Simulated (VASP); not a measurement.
Runs of VASP 6.6.1 on SiC. Symmetry: R-3m, No. 166, trigonal system. Conventional cell: a = 3.083 Å, b = 3.083 Å, c = 15.964 Å, α = 90.00°, β = 90.00°, γ = 120.00°. C (site symmetry 3m) has 1 C at 1.62 Å and 3 Si at 1.90 Å within 2.2 Å. Within 2.5 Å of Si (site symmetry 3m) lie 3 C at 1.90 Å and 1 Si at 2.38 Å. 

```csv
level,potentials or basis,k mesh,gap on the mesh (eV),pressure (GPa),largest force (eV/Å)
r2SCAN,"VASP PAW PBE potentials, release 64 (C, Si)",6 × 6 × 6,0.69,(a),0.05
LDA,"VASP PAW LDA potentials, release 64 (C, Si)",6 × 6 × 6,0.47,-4.3,0.37
PBE,"VASP PAW PBE potentials, release 64 (C, Si)",8 × 8 × 8,0.49,2.5,(b)
PBE,"VASP PAW PBE potentials, release 64 (C, Si)",6 × 6 × 6,0.48,2.6,0.22
```

Alike in all rows: task single point; no spin polarisation; cell as given; cutoff (eV) 520; smearing gaussian 0.01 eV.

Question: Estimate the missing entries.

Answer: (a) -0.1; (b) 0.23.

Caveats: the PAW data sets were made with another functional, which shifts forces and pressure a little (some runs).

A k mesh can miss the band edges.
